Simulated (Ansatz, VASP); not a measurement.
## Two plane-wave programs on BN

```xyz
12
Lattice="-2.5410 0.0000 0.0000 -1.2705 -2.2006 0.0000 -3.1761 -1.8337 12.6099" Properties=species:S:1:pos:R:3 pbc="T T T"
B    -2.5410   -1.4671    2.8882
B    -2.5410   -1.4671    7.0915
B    -2.5410   -1.4671   11.2948
B    -1.2705   -0.7335    0.7866
B    -1.2705   -0.7335    4.9899
B    -1.2705   -0.7335    9.1932
N    -2.5410   -1.4671    1.3142
N    -2.5410   -1.4671    5.5175
N    -2.5410   -1.4671    9.7208
N    -1.2705   -0.7335   11.8225
N    -1.2705   -0.7335    3.4159
N    -1.2705   -0.7335    7.6192
```

Alike in both runs: task single point; functional PBEsol; k mesh 10 × 10 × 2; occupations gaussian, width 0.05 eV; no spin polarisation.

```csv
,VASP,Ansatz
version,VASP 6.6.1,Ansatz 0.2.0
potentials or method,"VASP PAW PBE potentials, release 64 (B, N), cutoff 600 eV","scalar-relativistic, plane waves, PAW"
valence electrons in the cell,48,48
```

Ansatz gave:

| Property | Result |
| --- | --- |
| gap on the k mesh at the Fermi level (eV) | 4.36 |
| least direct gap on the mesh (eV) | 6.55 |
| pressure (GPa) | 0.6 |
| traceless stress, the component that is largest in VASP (GPa) | -15.72 |
| rms of the force components (eV/Å) | 0.856 |

Which values does VASP return?

gap on the k mesh at the Fermi level (eV): 4.34; least direct gap on the mesh (eV): 6.54; pressure (GPa): 0.9; traceless stress, the component that is largest in VASP (GPa): -15.74; rms of the force components (eV/Å): 0.854.

VASP's potentials were made for PBE, not for PBEsol. Atom by atom the forces differ by 0.004 eV/Å (rms over components).
